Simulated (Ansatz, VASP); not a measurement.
**Rh in VASP and in Ansatz**

```
Rh
1.0
     2.60324    0.00000    0.00000
     0.00000    2.60324    0.00000
     0.00000    0.00000    2.60324
Rh
1
Cartesian
  0.0000 0.0000 0.0000
```

Alike in both runs: task single point; functional PBE; k mesh 14 × 14 × 14; occupations fermi-dirac, width 0.1 eV; no spin polarisation.

|  | VASP | Ansatz |
| --- | --- | --- |
| version | VASP 6.6.1 | Ansatz 0.2.0 |
| potentials or method | VASP PAW PBE potentials, release 64 (Rh_pv), cutoff 520 eV | plane waves (420 eV) with PAW, scalar-relativistic |
| valence electrons in the cell | 15 | 17 |

VASP gave:

```
pressure (GPa) : -11.5
```

**Question.** What did Ansatz give for the same quantities?

**Answer.** Pressure (GPa): -11.6.

VASP's potentials hold 15 valence electrons a cell and Ansatz's 17, so a difference there can come from the potentials and not from the codes.
